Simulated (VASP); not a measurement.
# Sb (R-3m) in VASP: a series of runs

The runs below take Sb through phonons, electric field gradients, with PBE+D3(BJ).

Everything below comes from runs of VASP 6.6.1. Logs are shortened: lines on timing, memory, paths and dates and some standing lists are left out, and cuts for length are marked.

## 1. The cell of the first run

The structure is trigonal, space group R-3m (No. 166). Conventional cell: a = 4.317 Å, b = 4.317 Å, c = 11.018 Å, α = 90.00°, β = 90.00°, γ = 120.00°. Sb (site symmetry 3m) has 6 Sb at 2.94 to 3.27 Å within 3.9 Å.

## 2. Phonons, PBE+D3(BJ)

INCAR

```
SYSTEM = Sb
PREC = Accurate ; ENCUT = 520
EDIFF = 1E-8 ; ISMEAR = -1
SIGMA = 0.15 ; LREAL = .FALSE.
LASPH = .TRUE. ; NELM = 80
ALGO = Normal ; ISIF = 2
LWAVE = .FALSE. ; LCHARG = .FALSE.
GGA = PE ; IVDW = 12
IBRION = 6 ; NFREE = 2
POTIM = 0.015 ; NSW = 1
```

KPOINTS

```
Automatic mesh
0
G
  12 12 12
  0 0 0
```

POSCAR

```
Sb
1.0
    2.1583747842      1.2461382627      3.6727505193
   -2.1583747842      1.2461382627      3.6727505193
    0.0000000000     -2.4922765253      3.6727505193
Sb
2
Direct
    0.2371686733      0.2371686733      0.2371686733
    0.7628313267      0.7628313267      0.7628313267
```

Potentials or basis: VASP PAW PBE potentials, release 64 (Sb).

Command:

```
cat potpaw_PBE.64/Sb/POTCAR > POTCAR
mpirun -np 1 vasp_std > vasp.out
```

OUTCAR:

```text
SYSTEM = Sb
   PREC = Accurate
   ENCUT = 520
   EDIFF = 1E-8
   ISMEAR = -1
   LREAL = .FALSE.
   LASPH = .TRUE.
   NELM = 80
   ISIF = 2
   GGA = PE
   IVDW = 12
   IBRION = 6
   NFREE = 2
   POTIM = 0.015
   NSW = 1
 IVDW          = 12

 ion  position               nearest neighbor table
   1  0.237  0.237  0.237-   2 2.94   2 2.94   2 2.94   2 3.27   2 3.27   2 3.27
   2  0.763  0.763  0.763-   1 2.94   1 2.94   1 2.94   1 3.27   1 3.27   1 3.27

  LATTYP: Found a trigonal (rhomboedric) cell.
 ALAT       =     4.4385288842
 COS(alpha) =     0.5270604738

  Lattice vectors:

 A1 = (   2.1583747842,   1.2461382627,   3.6727505193)
 A2 = (  -2.1583747842,   1.2461382627,   3.6727505193)
 A3 = (   0.0000000000,  -2.4922765253,   3.6727505193)

Analysis of symmetry for initial positions (statically):
=====================================================================
 Subroutine PRICEL returns:
 Original cell was already a primitive cell.

 Routine SETGRP: Setting up the symmetry group for a
 trigonal (rhombohedral) supercell.

 Subroutine GETGRP returns: Found 12 space group operations
 (whereof 12 operations were pure point group operations)
 out of a pool of 12 trial point group operations.

The static configuration has the point symmetry D_3d.

Analysis of symmetry for dynamics (positions and initial velocities):
=====================================================================
 Subroutine PRICEL returns:
 Original cell was already a primitive cell.

 Routine SETGRP: Setting up the symmetry group for a
 trigonal (rhombohedral) supercell.

 Subroutine GETGRP returns: Found 12 space group operations
 (whereof 12 operations were pure point group operations)
 out of a pool of 12 trial point group operations.

The dynamic configuration has the point symmetry D_3d.

 Subroutine INISYM returns: Found 12 space group operations
 (whereof 12 operations are pure point group operations),
 and found     1 'primitive' translations

----------------------------------------------------------------------------------------

                                     Primitive cell

  volume of cell :      59.2701

  direct lattice vectors                    reciprocal lattice vectors
     2.158374784  1.246138263  3.672750519     0.231655783  0.133746529  0.090758501
    -2.158374784  1.246138263  3.672750519    -0.231655783  0.133746529  0.090758501
     0.000000000 -2.492276525  3.672750519     0.000000000 -0.267493057  0.090758501

  length of vectors
     4.438528884  4.438528884  4.438528884     0.282470602  0.282470602  0.282470602

  position of ions in fractional coordinates (direct lattice)
     0.237168673  0.237168673  0.237168673
     0.762831327  0.762831327  0.762831327

  ion indices of the primitive-cell ions
   primitive index   ion index
                 1           1
                 2           2

----------------------------------------------------------------------------------------

 KPOINTS: Automatic mesh

Automatic generation of k-mesh.
 Grid dimensions read from file:
 generate k-points for:   12   12   12

 Generating k-lattice:

  Cartesian coordinates                     Fractional coordinates (reciprocal lattice)
     0.019304649  0.011145544  0.007563208     0.083333333  0.000000000  0.000000000
    -0.019304649  0.011145544  0.007563208     0.000000000  0.083333333  0.000000000
     0.000000000 -0.022291088  0.007563208     0.000000000  0.000000000  0.083333333

  Length of vectors
     0.023539217  0.023539217  0.023539217

  Shift w.r.t. Gamma in fractional coordinates (k-lattice)
     0.000000000  0.000000000  0.000000000

 Subroutine IBZKPT returns following result:
[... 41 lines left out ...]
   ISTART =      0    job   : 0-new  1-cont  2-samecut
   ICHARG =      2    charge: 1-file 2-atom 10-const
   ISPIN  =      1    spin polarized calculation?
   LNONCOLLINEAR =      F non collinear calculations
   LSORBIT =      F    spin-orbit coupling
   LASPH  =      T    aspherical Exc in radial PAW
   ENCUT  =  520.0 eV  38.22 Ry    6.18 a.u.   8.25  8.25  8.25*2*pi/ulx,y,z
   NELM   =     80;   NELMIN=  2; NELMDL= -5     # of ELM steps
   EDIFF  = 0.1E-07   stopping-criterion for ELM
   LREAL  =      F    real-space projection
   EDIFFG = 0.1E-06   stopping-criterion for IOM
   NSW    =     61    number of steps for IOM
   IBRION =      6    ionic relax: 0-MD 1-quasi-New 2-CG
   NFREE  =      2    steps in history (QN), initial steepest desc. (CG)
   ISIF   =      2    stress and relaxation
   ISYM   =      2    0-nonsym 1-usesym 2-fastsym
   POTIM  = 0.0150    time-step for ionic-motion
   TEBEG  =    0.0;   TEEND  =   0.0 temperature during run
   PSTRESS=    0.0 pullay stress
   NELECT =      10.0000    total number of electrons
   NUPDOWN=      -1.0000    fix difference up-down
   EMIN   =  10.00;   EMAX   =-10.00  energy-range for DOS
   EFERMI =   0.00;   METHOD = LEGACY
   ISMEAR =    -1;   SIGMA  =   0.15  broadening in eV -4-tet -1-fermi 0-gaus
   EFERMI_NEDOS =   21; number of points for ismear=-14 and -15
   IALGO  =     38    algorithm
   IMIX   =      4    mixing-type and parameters
     AMIX     =   0.40;   BMIX     =  1.00
     AMIX_MAG =   1.60;   BMIX_MAG =  1.00
  volume/ion in A,a.u.               =      29.64       199.99
  Fermi-wavevector in a.u.,A,eV,Ry     =   0.904613  1.709471 11.133987  0.818325
  Thomas-Fermi vector in A             =   2.028081
   LORBIT       =      0    0 simple, 1 ext, 2 COOP (PROOUT), +10 PAW based schemes
   GGA     = PE    functional components
   LHFCALC =     F    Hartree Fock is set to
   AEXX    =    0.0000 exact exchange contribution
   IVDW    =    12    specifies the selected vdW correction
   LEPSILON=     F    determine dielectric tensor
   LRPA    =     F    only Hartree local field effects (RPA)
 finite differences with symmetry
 non-spin polarized calculation
  energy-cutoff  :      520.00
  volume of cell :       59.27
 maximum number of plane-waves:      1613
 NGX is ok and might be reduce to    36
   NGX = 17   NGY = 17   NGZ = 17

--------------------------------------- Ionic step        1  -------------------------------------------

 number of electron      10.0000000 magnetization

 Free energy of the ion-electron system (eV)
  ---------------------------------------------------
  ext. energy  EPLUGINS =         0.00000000
  ---------------------------------------------------
  free energy    TOTEN  =        -8.25517419 eV

  energy without entropy =       -8.21527193  energy(sigma->0) =       -8.23522306

------------------------ aborting loop because EDIFF is reached ----------------------------------------

 Edisp (eV)   -0.96397

 E8    (eV) :    -0.4497
[... 151 lines left out ...]
--------------------------------------- Ionic step        5  -------------------------------------------

 number of electron      10.0000000 magnetization

 Free energy of the ion-electron system (eV)
  ---------------------------------------------------
  ext. energy  EPLUGINS =         0.00000000
  ---------------------------------------------------
  free energy    TOTEN  =        -8.25420390 eV

  energy without entropy =       -8.21616753  energy(sigma->0) =       -8.23518571

 E-fermi :   7.3931     XC(G=0):  -9.6252

 val. band max:        7.3439872400   @ k =   0.2500   0.2500   0.1667
 cond. band min:       7.4087157826   @ k =   0.5000   0.5000   0.5000
 fundamental gap:      0.0647285426
 Fermi energy:         7.3930933339

 k-point     1 :       0.0000    0.0000    0.0000
  band No.  band energies     occupation
      1      -5.2973      2.00000
      2       2.8161      2.00000
      3       5.4918      1.99999
      4       5.6477      1.99998
      5       5.6477      1.99998
      6       9.8548      0.00000
      7      10.3248      0.00000
      8      10.3248      0.00000
      9      12.4098      0.00000
[... 265 lines left out ...]
 k-point    24 :      -0.4167    0.1667   -0.0000
  band No.  band energies     occupation
      1      -2.7198      2.00000
      2      -2.0472      2.00000
      3       3.7725      2.00000
      4       5.3253      2.00000
      5       5.7778      1.99996
      6       8.4059      0.00233
      7       8.8569      0.00012
      8      10.6374      0.00000
      9      14.1262      0.00000

 [... further k-points ...]

------------------------ aborting loop because EDIFF is reached ----------------------------------------

 Edisp (eV)   -0.96400

 E8    (eV) :    -0.4498
[... 25 lines left out ...]
  FREE ENERGIE OF THE ION-ELECTRON SYSTEM (eV)
  ---------------------------------------------------
  free  energy   TOTEN  =        -9.2182056683 eV

  energy  without entropy=       -9.1801693051  energy(sigma->0) =       -9.19918749

 INTERNAL STRAIN TENSORS FROM DISPLACED ATOMS
 ============================================

 INTERNAL STRAIN TENSOR FOR ION    1 for displacements in x,y,z  (eV/Angst):
          X           Y           Z          XY          YZ          ZX
  --------------------------------------------------------------------------------
  x    -0.00000     0.00000     0.00000     1.33418    -0.00000    -3.42108
  y     1.33418    -1.33418    -0.00000     0.00000    -3.42108     0.00000
  z    -4.00750    -4.00750    -5.40578     0.00000    -0.00000     0.00000

 INTERNAL STRAIN TENSOR FOR ION    2 for displacements in x,y,z  (eV/Angst):
          X           Y           Z          XY          YZ          ZX
  --------------------------------------------------------------------------------
  x     0.00000    -0.00000     0.00000    -1.33418     0.00000     3.42108
  y    -1.33418     1.33418     0.00000     0.00000     3.42108     0.00000
  z     4.00750     4.00750     5.40578     0.00000     0.00000     0.00000

 Eigenvectors and eigenvalues of the dynamical matrix
 ----------------------------------------------------

   1 f  =    3.853329 THz    24.211178 2PiTHz  128.533208 cm-1    15.936080 meV
             X         Y         Z           dx          dy          dz
      0.000000  0.000000  2.613184     0.000000    0.000000    0.707107
      0.000000  0.000000  8.405067    -0.000000   -0.000000   -0.707107
[... 11 lines left out ...]
   4 f  =    0.000000 THz     0.000000 2PiTHz    0.000000 cm-1     0.000000 meV
             X         Y         Z           dx          dy          dz
      0.000000  0.000000  2.613184     0.565779    0.424140    0.000001
      0.000000  0.000000  8.405067     0.565779    0.424140    0.000001

   5 f/i=    0.000000 THz     0.000000 2PiTHz    0.000001 cm-1     0.000000 meV
             X         Y         Z           dx          dy          dz
      0.000000  0.000000  2.613184    -0.000001   -0.000000    0.707107
      0.000000  0.000000  8.405067    -0.000001   -0.000000    0.707107

   6 f/i=    0.000000 THz     0.000000 2PiTHz    0.000001 cm-1     0.000000 meV
             X         Y         Z           dx          dy          dz
      0.000000  0.000000  2.613184    -0.424140    0.565779   -0.000000
      0.000000  0.000000  8.405067    -0.424140    0.565779   -0.000000

 ELASTIC MODULI CONTR FROM IONIC RELAXATION (kBar)
 Direction    XX          YY          ZZ          XY          YZ          ZX
 --------------------------------------------------------------------------------
 XX        -147.1274    -87.6423   -158.3423     -0.0000     76.2656      0.0000
 YY         -87.6423   -147.1274   -158.3423      0.0000    -76.2656     -0.0000
 ZZ        -158.3423   -158.3423   -213.5904      0.0000     -0.0000     -0.0000
 XY          -0.0000      0.0000      0.0000    -29.7425      0.0000     76.2656
 YZ          76.2656    -76.2656     -0.0000      0.0000   -195.5597     -0.0000
 ZX           0.0000     -0.0000     -0.0000     76.2656     -0.0000   -195.5596
 --------------------------------------------------------------------------------
```

Run time: 15 min. Hardware: 1 thread of Intel Xeon 8259CL, shared host; peak memory 0.76 GiB.

Results:

| Item | Value |
| --- | --- |
| Highest phonon frequency at Γ | 129 cm⁻¹ |
| Dispersion energy per atom | -0.482 eV |

Phonon frequencies in cm⁻¹ (negative: imaginary):
```tsv
q point	frequencies
(0.000, 0.000, 0.000)	0 0 0 85 85 129
```

Caveat: spin-orbit coupling is left out, which moves the levels of the heavy elements.

## 3. Electric field gradients, PBE+D3(BJ)

INCAR

```
SYSTEM = Sb
PREC = Accurate
ENCUT = 520
EDIFF = 1E-8
ISMEAR = -1
SIGMA = 0.15
LREAL = .FALSE.
LASPH = .TRUE.
NELM = 100
ALGO = Normal
ISIF = 2
LWAVE = .FALSE.
LCHARG = .FALSE.
GGA = PE
IVDW = 12
LEFG = .TRUE.
NBANDS = 12
```

KPOINTS

```
regular mesh
0
G
  12 12 12
  0 0 0
```

POSCAR

```
Sb
1.0
    2.1583747854      1.2461382634      3.6727505174
   -2.1583747854      1.2461382634      3.6727505174
    0.0000000000     -2.4922765267      3.6727505174
Sb
2
Direct
    0.2371686731      0.2371686731      0.2371686731
    0.7628313269      0.7628313269      0.7628313269
```

Potentials or basis: VASP PAW PBE potentials, release 64 (Sb).

Command:

```
cat potpaw_PBE.64/Sb/POTCAR > POTCAR
mpirun -np 1 vasp_std > vasp.out
```

OUTCAR:

```text
SYSTEM = Sb
   PREC = Accurate
   ENCUT = 520
   EDIFF = 1E-8
   ISMEAR = -1
   LREAL = .FALSE.
   LASPH = .TRUE.
   NELM = 100
   ISIF = 2
   GGA = PE
   IVDW = 12
 IVDW          = 12

 ion  position               nearest neighbor table
   1  0.237  0.237  0.237-   2 2.94   2 2.94   2 2.94   2 3.27   2 3.27   2 3.27
   2  0.763  0.763  0.763-   1 2.94   1 2.94   1 2.94   1 3.27   1 3.27   1 3.27

  LATTYP: Found a trigonal (rhomboedric) cell.
 ALAT       =     4.4385288834
 COS(alpha) =     0.5270604731
[... 579 lines left out ...]

  FREE ENERGIE OF THE ION-ELECTRON SYSTEM (eV)
  ---------------------------------------------------
  free  energy   TOTEN  =        -9.2191486768 eV

  energy  without entropy=       -9.1792463974  energy(sigma->0) =       -9.19919754

 Electric field gradients (V/A^2)
---------------------------------------------------------------------
 ion       V_xx      V_yy      V_zz      V_xy      V_xz      V_yz
---------------------------------------------------------------------
   1      14.809    14.809   -29.618    -0.000     0.000    -0.000
   2      14.809    14.809   -29.618    -0.000     0.000    -0.000
---------------------------------------------------------------------

 Electric field gradients after diagonalization (V/A^2)
 (convention: |V_zz| > |V_xx| > |V_yy|)
----------------------------------------------------------------------
 ion       V_xx      V_yy      V_zz     asymmetry (V_yy - V_xx)/ V_zz
----------------------------------------------------------------------
   1      14.809    14.809   -29.618       0.000
   2      14.809    14.809   -29.618       0.000
----------------------------------------------------------------------

           NMR quadrupolar parameters

 Cq : quadrupolar parameter    Cq=e*Q*V_zz/h
 eta: asymmetry parameters     (V_yy - V_xx)/ V_zz
 Q  : nuclear electric quadrupole moment in mb (millibarn)
----------------------------------------------------------------------
 ion       Cq(MHz)       eta       Q (mb)
----------------------------------------------------------------------
   1      -0.072       0.000       1.000
   2      -0.072       0.000       1.000
----------------------------------------------------------------------
```

OSZICAR:

```text
N       E                     dE             d eps       ncg     rms          rms(c)
DAV:   1     0.342612293807E+02    0.34261E+02   -0.35655E+03  4536   0.655E+02
DAV:   2    -0.642797697786E+01   -0.40689E+02   -0.39276E+02  5924   0.107E+02
DAV:   3    -0.823772588451E+01   -0.18097E+01   -0.17868E+01  5612   0.249E+01
DAV:   4    -0.825342945475E+01   -0.15704E-01   -0.15700E-01  5280   0.278E+00
DAV:   5    -0.825361451975E+01   -0.18507E-03   -0.18506E-03  5568   0.333E-01    0.299E+00
DAV:   6    -0.825434166584E+01   -0.72715E-03   -0.18942E-03  5336   0.302E-01    0.180E+00
DAV:   7    -0.825503159249E+01   -0.68993E-03   -0.46263E-03  5288   0.463E-01    0.830E-02
DAV:   8    -0.825515125952E+01   -0.11967E-03   -0.13424E-04  5620   0.717E-02    0.222E-02
DAV:   9    -0.825517279176E+01   -0.21532E-04   -0.29946E-05  5272   0.333E-02    0.367E-03
DAV:  10    -0.825517381439E+01   -0.10226E-05   -0.24851E-06  5484   0.878E-03    0.124E-03
DAV:  11    -0.825517391763E+01   -0.10324E-06   -0.29066E-07  5384   0.336E-03    0.872E-04
DAV:  12    -0.825517418633E+01   -0.26870E-06   -0.30441E-08  5380   0.974E-04    0.186E-04
DAV:  13    -0.825517418290E+01    0.34265E-08   -0.42985E-09  3772   0.402E-04
   1 F= -.92191487E+01 E0= -.91991975E+01  d E =-.399023E-01
```

Wall time 74 s (1 thread of AMD EPYC 9R45 (Zen 5), shared host); peak memory 0.26 GiB.

What came out:

```
Free energy                : -9.2191 eV
Pressure                   : 0.1 GPa
Largest force              : 0.035 eV/Å
Band gap on the k mesh     : zero (band 5 reaches 7.58 eV, above the bottom of band 6 at 7.33 eV)
Dispersion energy per atom : -0.482 eV
```

Forces in eV/Å, atoms in the order of the input:
```
Sb   0.000  0.000  0.035
Sb   0.000  0.000 -0.035
```

Levels at points of the mesh, in eV from the Fermi level:
```tsv
k point	band 3	band 4	band 5	band 6	band 7	band 8
(0.00, 0.00, 0.00)	-1.91	-1.72	-1.72	2.53	2.96	2.96
(0.50, 0.00, 0.00)	-1.60	-1.45	-0.25	-0.05	0.29	0.30
(0.50, 0.50, 0.00)	-5.54	-3.72	-3.64	1.74	5.18	5.55
(0.50, 0.50, 0.50)	-1.12	-1.12	-0.29	0.00	0.00	1.00
```

Electric field gradients, principal values (V/Å²):
```csv
atom,least,middle,greatest (by size)
1 Sb,14.809,14.809,-29.618
2 Sb,14.809,14.809,-29.618
```

Caveat: without QUAD_EFG the Cq values of the log hold for a quadrupole moment of 1 mb, not for the nuclei; spin-orbit coupling is left out, which moves the levels of the heavy elements; pairwise dispersion overbinds metals, which lowers pressure and volume.

(Continued in part 2 of 2.)
